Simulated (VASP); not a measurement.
# AlPt in VASP: further runs

The runs below take AlPt through single point, with r2SCAN.

All numbers are computed with VASP 6.6.1; they aren't measurements. Logs are shortened: lines on timing, memory, paths and dates and some standing lists are left out, and cuts for length are marked.

### Step 1. The cell of the first run

Symmetry: Pm-3m, No. 221, cubic system. Conventional cell: a = 3.092 Å, b = 3.092 Å, c = 3.092 Å, α = 90.00°, β = 90.00°, γ = 90.00°. Al (site symmetry m-3m) has 8 Pt at 2.68 Å and 6 Al at 3.09 Å within 3.5 Å. Pt (site symmetry m-3m) has 8 Al at 2.68 Å and 6 Pt at 3.09 Å within 3.5 Å.

### Step 2. Single point, r2SCAN

POSCAR reads:

```
AlPt
1.0
    3.0915500000      0.0000000000      0.0000000000
    0.0000000000      3.0915500000      0.0000000000
    0.0000000000      0.0000000000      3.0915500000
Al Pt
1 1
Direct
    0.0000000000      0.0000000000      0.0000000000
    0.5000000000      0.5000000000      0.5000000000
```

INCAR.step1 reads:

```
SYSTEM = AlPt
PREC = Accurate
ENCUT = 520
ISMEAR = 1
SIGMA = 0.2
LREAL = .FALSE.
LASPH = .TRUE.
NELM = 80
NBANDS = 14
GGA = PE
ALGO = Normal
EDIFF = 1E-4
LWAVE = .TRUE.
LCHARG = .FALSE.
```

INCAR.step2 reads:

```
SYSTEM = AlPt
PREC = Accurate
ENCUT = 520
EDIFF = 1E-7
ISMEAR = 1
SIGMA = 0.2
LREAL = .FALSE.
LASPH = .TRUE.
NELM = 80
ALGO = Normal
ISIF = 2
LWAVE = .FALSE.
LCHARG = .FALSE.
METAGGA = R2SCAN
LMIXTAU = .TRUE.
NBANDS = 14
ISTART = 1
```

KPOINTS reads:

```
regular mesh
0
G
  4 4 4
  0 0 0
```

Potentials or basis: VASP PAW PBE potentials, release 64 (Al, Pt).

On the command line:

```bash
> cat potpaw_PBE.64/Al/POTCAR potpaw_PBE.64/Pt/POTCAR > POTCAR
> cp INCAR.step1 INCAR
> mpirun -np 1 vasp_std > vasp.out
> cp INCAR.step2 INCAR
> mpirun -np 1 vasp_std > vasp.out
```

OUTCAR:

```text
SYSTEM = AlPt
   PREC = Accurate
   ENCUT = 520
   EDIFF = 1E-7
   ISMEAR = 1
   LREAL = .FALSE.
   LASPH = .TRUE.
   NELM = 80
   ISIF = 2
   METAGGA = R2SCAN
   ISTART = 1

 ion  position               nearest neighbor table
   1  0.000  0.000  0.000-   2 2.68   2 2.68   2 2.68   2 2.68   2 2.68   2 2.68   2 2.68   2 2.68

   2  0.500  0.500  0.500-   1 2.68   1 2.68   1 2.68   1 2.68   1 2.68   1 2.68   1 2.68   1 2.68

  LATTYP: Found a simple cubic cell.
 ALAT       =     3.0915500000

  Lattice vectors:

 A1 = (   3.0915500000,   0.0000000000,   0.0000000000)
 A2 = (   0.0000000000,   3.0915500000,   0.0000000000)
 A3 = (   0.0000000000,   0.0000000000,   3.0915500000)

Analysis of symmetry for initial positions (statically):
=====================================================================
 Subroutine PRICEL returns:
 Original cell was already a primitive cell.

 Routine SETGRP: Setting up the symmetry group for a
 simple cubic supercell.

 Subroutine GETGRP returns: Found 48 space group operations
 (whereof 48 operations were pure point group operations)
 out of a pool of 48 trial point group operations.

The static configuration has the point symmetry O_h .

Analysis of symmetry for dynamics (positions and initial velocities):
=====================================================================
 Subroutine PRICEL returns:
 Original cell was already a primitive cell.

 Routine SETGRP: Setting up the symmetry group for a
 simple cubic supercell.

 Subroutine GETGRP returns: Found 48 space group operations
 (whereof 48 operations were pure point group operations)
 out of a pool of 48 trial point group operations.

The dynamic configuration has the point symmetry O_h .

 Subroutine INISYM returns: Found 48 space group operations
 (whereof 48 operations are pure point group operations),
 and found     1 'primitive' translations

----------------------------------------------------------------------------------------

                                     Primitive cell

  volume of cell :      29.5480

  direct lattice vectors                    reciprocal lattice vectors
     3.091550000  0.000000000  0.000000000     0.323462341  0.000000000  0.000000000
     0.000000000  3.091550000  0.000000000     0.000000000  0.323462341  0.000000000
     0.000000000  0.000000000  3.091550000     0.000000000  0.000000000  0.323462341

  length of vectors
     3.091550000  3.091550000  3.091550000     0.323462341  0.323462341  0.323462341

  position of ions in fractional coordinates (direct lattice)
     0.000000000  0.000000000  0.000000000
     0.500000000  0.500000000  0.500000000

  ion indices of the primitive-cell ions
   primitive index   ion index
                 1           1
                 2           2

----------------------------------------------------------------------------------------

 KPOINTS: regular mesh

Automatic generation of k-mesh.
 Grid dimensions read from file:
 generate k-points for:    4    4    4

 Generating k-lattice:

  Cartesian coordinates                     Fractional coordinates (reciprocal lattice)
     0.080865585  0.000000000  0.000000000     0.250000000  0.000000000  0.000000000
     0.000000000  0.080865585  0.000000000     0.000000000  0.250000000  0.000000000
     0.000000000  0.000000000  0.080865585     0.000000000  0.000000000  0.250000000

  Length of vectors
     0.080865585  0.080865585  0.080865585

  Shift w.r.t. Gamma in fractional coordinates (k-lattice)
     0.000000000  0.000000000  0.000000000

 Subroutine IBZKPT returns following result:
 ===========================================

 Found     10 irreducible k-points:

 Following reciprocal coordinates:
            Coordinates               Weight
  0.000000  0.000000  0.000000      1.000000
  0.250000  0.000000  0.000000      6.000000
  0.500000  0.000000  0.000000      3.000000
  0.250000  0.250000  0.000000     12.000000
  0.500000  0.250000  0.000000     12.000000
  0.500000  0.500000  0.000000      3.000000
  0.250000  0.250000  0.250000      8.000000
  0.500000  0.250000  0.250000     12.000000
  0.500000  0.500000  0.250000      6.000000
  0.500000  0.500000  0.500000      1.000000
   k-points           NKPTS =     10   k-points in BZ     NKDIM =     10   number of bands    NBANDS=     14
   number of dos      NEDOS =    301   number of ions     NIONS =      2
   total plane-waves  NPLWV =  13824
   dimension x,y,z NGX =    24 NGY =   24 NGZ =   24
   dimension x,y,z NGXF=    48 NGYF=   48 NGZF=   48
   ions per type =               1   1
   NGX,Y,Z   is equivalent  to a cutoff of  12.91, 12.91, 12.91 a.u.
   NGXF,Y,Z  is equivalent  to a cutoff of  25.81, 25.81, 25.81 a.u.
 SYSTEM =  AlPt
   PREC   = accura    normal or accurate (medium, high low for compatibility)
   ISTART =      1    job   : 0-new  1-cont  2-samecut
   ICHARG =      0    charge: 1-file 2-atom 10-const
   ISPIN  =      1    spin polarized calculation?
   LNONCOLLINEAR =      F non collinear calculations
   LSORBIT =      F    spin-orbit coupling
   LASPH  =      T    aspherical Exc in radial PAW
   ENCUT  =  520.0 eV  38.22 Ry    6.18 a.u.   5.75  5.75  5.75*2*pi/ulx,y,z
   NELM   =     80;   NELMIN=  2; NELMDL=  0     # of ELM steps
   EDIFF  = 0.1E-06   stopping-criterion for ELM
   LREAL  =      F    real-space projection
   EDIFFG = 0.1E-05   stopping-criterion for IOM
   NSW    =      0    number of steps for IOM
   IBRION =     -1    ionic relax: 0-MD 1-quasi-New 2-CG
   NFREE  =      0    steps in history (QN), initial steepest desc. (CG)
   ISIF   =      2    stress and relaxation
   ISYM   =      2    0-nonsym 1-usesym 2-fastsym
   POTIM  = 0.5000    time-step for ionic-motion
   TEBEG  =    0.0;   TEEND  =   0.0 temperature during run
   PSTRESS=    0.0 pullay stress
   NELECT =      13.0000    total number of electrons
   NUPDOWN=      -1.0000    fix difference up-down
   EMIN   =  10.00;   EMAX   =-10.00  energy-range for DOS
   EFERMI =   0.00;   METHOD = LEGACY
   ISMEAR =     1;   SIGMA  =   0.20  broadening in eV -4-tet -1-fermi 0-gaus
   EFERMI_NEDOS =   21; number of points for ismear=-14 and -15
   IALGO  =     38    algorithm
   IMIX   =      4    mixing-type and parameters
     AMIX     =   0.40;   BMIX     =  1.00
     AMIX_MAG =   1.60;   BMIX_MAG =  1.00
  volume/ion in A,a.u.               =      14.77        99.70
  Fermi-wavevector in a.u.,A,eV,Ry     =   1.245125  2.352945 21.093611  1.550337
  Thomas-Fermi vector in A             =   2.379361
   LORBIT       =      0    0 simple, 1 ext, 2 COOP (PROOUT), +10 PAW based schemes
   METAGGA = R2SCAN    functional components
   LHFCALC =     F    Hartree Fock is set to
   AEXX    =    0.0000 exact exchange contribution
   IVDW    =     0    specifies the selected vdW correction
   LEPSILON=     F    determine dielectric tensor
   LRPA    =     F    only Hartree local field effects (RPA)
 non-spin polarized calculation
 Methfessel and Paxton  Order N= 1 SIGMA  =   0.20
  energy-cutoff  :      520.00
  volume of cell :       29.55
 maximum number of plane-waves:       840
 NGX is ok and might be reduce to    24
   NGX = 11   NGY = 11   NGZ = 11

 number of electron      12.9999997 magnetization

 Free energy of the ion-electron system (eV)
  ---------------------------------------------------
  ext. energy  EPLUGINS =         0.00000000
  ---------------------------------------------------
  free energy    TOTEN  =       -60.20068605 eV

  energy without entropy =      -60.19527332  energy(sigma->0) =      -60.19888181

 E-fermi :  10.2628     XC(G=0): -13.1243

 val. band max:       10.2052712402   @ k =   0.5000   0.5000   0.2500
 cond. band min:      11.1368072031   @ k =   0.2500   0.0000   0.0000
 fundamental gap:      0.9315359629
 Fermi energy:        10.2628126888

 k-point     1 :       0.0000    0.0000    0.0000
  band No.  band energies     occupation
      1      -1.4942      2.00000
      2       4.8442      2.00000
      3       4.8442      2.00000
      4       7.9561      2.00000
      5       7.9561      2.00000
      6       7.9561      2.00000
      7      14.8099      0.00000
      8      14.8099      0.00000
      9      14.8099      0.00000
     10      20.0756      0.00000
     11      20.0756      0.00000
     12      21.2686      0.00000
     13      29.3691      0.00000
     14      29.3691      0.00000

 k-point     2 :       0.2500    0.0000    0.0000
  band No.  band energies     occupation
      1      -0.3304      2.00000
      2       4.9744      2.00000
      3       5.1456      2.00000
      4       7.1110      2.00000
      5       7.1110      2.00000
      6       8.0572      2.00000
      7      11.1368     -0.00000
      8      16.6619      0.00000
      9      16.6619      0.00000
     10      18.4208      0.00000
     11      21.0811      0.00000
     12      25.4964      0.00000
     13      25.4964      0.00000
     14      26.2202      0.00000

 k-point     3 :       0.5000    0.0000    0.0000
  band No.  band energies     occupation
      1       2.1187      2.00000
      2       3.3197      2.00000
      3       5.4834      2.00000
      4       6.4599      2.00000
      5       6.4599      2.00000
      6       8.1614      2.00000
      7       9.7452      2.00155
      8      17.0399      0.00000
      9      19.6806      0.00000
     10      19.6806      0.00000
     11      21.5733      0.00000
     12      21.5733      0.00000
     13      22.2955      0.00000
     14      23.5514      0.00000
[... 86 lines left out ...]
 k-point     9 :       0.5000    0.5000    0.2500
  band No.  band energies     occupation
      1       3.2461      2.00000
      2       4.7653      2.00000
      3       4.7653      2.00000
      4       6.5787      2.00000
      5       9.2678      2.00000
      6      10.2053      1.46533
      7      10.2053      1.46533
      8      11.9158     -0.00000
      9      13.3159     -0.00000
     10      17.5812      0.00000
     11      19.9173      0.00000
     12      19.9173      0.00000
     13      21.5445      0.00000
     14      29.5361      0.00000

 k-point    10 :       0.5000    0.5000    0.5000
  band No.  band energies     occupation
      1       3.9165      2.00000
      2       3.9165      2.00000
      3       3.9165      2.00000
      4       9.3077      2.00000
      5       9.3077      2.00000
      6      11.7716     -0.00000
      7      12.5253     -0.00000
      8      12.5253     -0.00000
      9      12.5253     -0.00000
     10      15.8359      0.00000
     11      16.9966      0.00000
     12      16.9966      0.00000
     13      16.9966      0.00000
     14      35.1451      0.00000

------------------------ aborting loop because EDIFF is reached ----------------------------------------

  FORCE on cell =-STRESS in cart. coord.  units (eV):
  Direction    XX          YY          ZZ          XY          YZ          ZX
  --------------------------------------------------------------------------------------
  -------------------------------------------------------------------------------------
  Total       -0.8819510     -0.8819510     -0.8819510      0.0000000      0.0000000      0.0000000
  in kB      -47.8218323    -47.8218323    -47.8218323      0.0000000      0.0000000      0.0000000
  external PRESSURE =     -47.8218323 kB  Pullay stress =       0.0000000 kB

 VOLUME and BASIS-vectors are now :
 -----------------------------------------------------------------------------
  energy-cutoff  :      520.00
  volume of cell :       29.55
      direct lattice vectors                 reciprocal lattice vectors
     3.091550000  0.000000000  0.000000000     0.323462341  0.000000000  0.000000000
     0.000000000  3.091550000  0.000000000     0.000000000  0.323462341  0.000000000
     0.000000000  0.000000000  3.091550000     0.000000000  0.000000000  0.323462341

 POSITION                                       TOTAL-FORCE (eV/Angst)
 -----------------------------------------------------------------------------------
      0.00000      0.00000      0.00000         0.000000      0.000000      0.000000
      1.54577      1.54577      1.54577         0.000000      0.000000      0.000000
 -----------------------------------------------------------------------------------
    total drift:                                0.000000     -0.000000     -0.000000

  FREE ENERGIE OF THE ION-ELECTRON SYSTEM (eV)
  ---------------------------------------------------
  free  energy   TOTEN  =       -60.2006860513 eV

  energy  without entropy=      -60.1952733182  energy(sigma->0) =      -60.19888181
```

Wall time 41 s (1 thread of AMD EPYC 7R13, shared host); peak memory 0.11 GiB.

What came out:

```yaml
Free_energy: -60.2007 eV
Pressure: -4.8 GPa
```

Caveat: the k points lie up to 0.51 Å⁻¹ apart; the PAW data sets were made with another functional, which shifts forces and pressure a little; spin-orbit coupling is left out, which moves the levels of the heavy elements.

### Step 3. Single point, r2SCAN

Changes to POSCAR since step 2:

```diff
@@ -8,3 +8,3 @@
 Direct
-    0.0000000000      0.0000000000      0.0000000000
+    0.0000000000     -0.0161731170      0.0000000000
     0.5000000000      0.5000000000      0.5000000000
```

INCAR.step1 reads:

```
SYSTEM = AlPt
PREC = Accurate
ENCUT = 520
ISMEAR = 1
SIGMA = 0.2
LREAL = .False.
LASPH = .True.
NELM = 100
NBANDS = 14
GGA = PE
ALGO = Normal
EDIFF = 1E-4
LWAVE = .True.
LCHARG = .False.
```

INCAR.step2 reads:

```
SYSTEM = AlPt
PREC = Accurate
ENCUT = 520
EDIFF = 1E-6
ISMEAR = 1
SIGMA = 0.2
LREAL = .False.
LASPH = .True.
NELM = 100
ALGO = Normal
ISIF = 2
LWAVE = .False.
LCHARG = .False.
METAGGA = R2SCAN
LMIXTAU = .True.
NBANDS = 14
ISTART = 1
```

KPOINTS reads:

```
regular mesh
0
Gamma
  4 4 4
  0 0 0
```

Potentials or basis: VASP PAW PBE potentials, release 64 (Al, Pt).

On the command line:

```bash
> cat potpaw_PBE.64/Al/POTCAR potpaw_PBE.64/Pt/POTCAR > POTCAR
> cp INCAR.step1 INCAR
> mpirun -np 1 vasp_std > vasp.out
> cp INCAR.step2 INCAR
> mpirun -np 1 vasp_std > vasp.out
```

Run time: 50 s. Hardware: 1 thread of AMD EPYC 7R13, shared host; peak memory 0.11 GiB.

Results (log left out):

```
Free energy   : -60.1962 eV
Pressure      : -4.6 GPa
Largest force : 0.179 eV/Å
```

Forces in eV/Å, atoms in the order of the input:
```
Al   0.000  0.179  0.000
Pt   0.000 -0.179  0.000
```

Stress tensor (GPa, compression positive):
```
-4.59  0.00  0.00
 0.00 -4.69  0.00
 0.00  0.00 -4.59
```

Levels at points of the mesh, in eV from the Fermi level:
| k point | band 5 | band 6 | band 7 | band 8 | band 9 | band 10 |
| --- | --- | --- | --- | --- | --- | --- |
| (0.00, 0.00, 0.00) | -2.31 | -2.31 | 4.55 | 4.55 | 4.55 | 9.81 |
| (0.50, 0.00, 0.00) | -3.80 | -2.10 | -0.52 | 6.78 | 9.42 | 9.43 |
| (0.00, 0.50, 0.00) | -3.80 | -2.11 | -0.52 | 6.79 | 9.41 | 9.41 |
| (0.50, 0.50, 0.00) | -2.92 | -2.91 | -1.04 | 1.47 | 4.19 | 9.54 |
| (0.50, 0.00, 0.50) | -2.90 | -2.90 | -1.04 | 1.47 | 4.19 | 9.56 |
| (0.50, 0.50, 0.50) | -0.96 | 1.51 | 2.26 | 2.26 | 2.26 | 5.57 |

Caveat: the k points lie up to 0.51 Å⁻¹ apart; the PAW data sets were made with another functional, which shifts forces and pressure a little; spin-orbit coupling is left out, which moves the levels of the heavy elements.

### Step 4. Single point, r2SCAN

Changes to POSCAR since step 3:

```diff
@@ -8,3 +8,3 @@
 Direct
-    0.0000000000     -0.0161731170      0.0000000000
+    0.0000000000     -0.0080865585      0.0000000000
     0.5000000000      0.5000000000      0.5000000000
```

INCAR.step1 reads:

```
SYSTEM = AlPt
ALGO = Normal
EDIFF = 1E-4
ENCUT = 520
GGA = PE
ISMEAR = 1
LASPH = .True.
LCHARG = .False.
LREAL = .False.
LWAVE = .True.
NBANDS = 14
NELM = 60
PREC = Accurate
SIGMA = 0.2
```

INCAR.step2 reads:

```
SYSTEM = AlPt
ALGO = Normal
EDIFF = 1E-6
ENCUT = 520
ISIF = 2
ISMEAR = 1
ISTART = 1
LASPH = .True.
LCHARG = .False.
LMIXTAU = .True.
LREAL = .False.
LWAVE = .False.
METAGGA = R2SCAN
NBANDS = 14
NELM = 60
PREC = Accurate
SIGMA = 0.2
```

KPOINTS reads:

```
k-points
0
Gamma
  4 4 4
  0 0 0
```

On the command line:

```bash
> cat potpaw_PBE.64/Al/POTCAR potpaw_PBE.64/Pt/POTCAR > POTCAR
> cp INCAR.step1 INCAR
> mpirun -np 1 vasp_std > vasp.out
> cp INCAR.step2 INCAR
> mpirun -np 1 vasp_std > vasp.out
```

Wall time 53 s (1 thread of AMD EPYC 7R13, shared host); peak memory 0.11 GiB.

Results (log left out):

- Free energy: -60.1996 eV
- Pressure: -4.7 GPa
- Largest force: 0.089 eV/Å

Forces in eV/Å, atoms in the order of the input:
```
Al   0.000  0.089  0.000
Pt   0.000 -0.089  0.000
```

Levels at points of the mesh, in eV from the Fermi level:
```
           k point  band 4  band 5  band 6  band 7  band 8  band 9  band 10  band 11
(0.00, 0.00, 0.00)   -2.31   -2.31   -2.31    4.55    4.55    4.55     9.81     9.81
(0.50, 0.00, 0.00)   -3.80   -3.80   -2.10   -0.52    6.78    9.42     9.42    11.29
(0.00, 0.50, 0.00)   -3.80   -3.80   -2.10   -0.52    6.78    9.42     9.42    11.31
(0.50, 0.50, 0.00)   -3.44   -2.92   -2.92   -1.04    1.47    4.20     9.54    13.30
(0.50, 0.00, 0.50)   -3.45   -2.92   -2.92   -1.03    1.47    4.20     9.54    13.29
(0.50, 0.50, 0.50)   -0.96   -0.96    1.51    2.26    2.26    2.26     5.57     6.73
```

Caveat: the k points lie up to 0.51 Å⁻¹ apart; the PAW data sets were made with another functional, which shifts forces and pressure a little; spin-orbit coupling is left out, which moves the levels of the heavy elements.
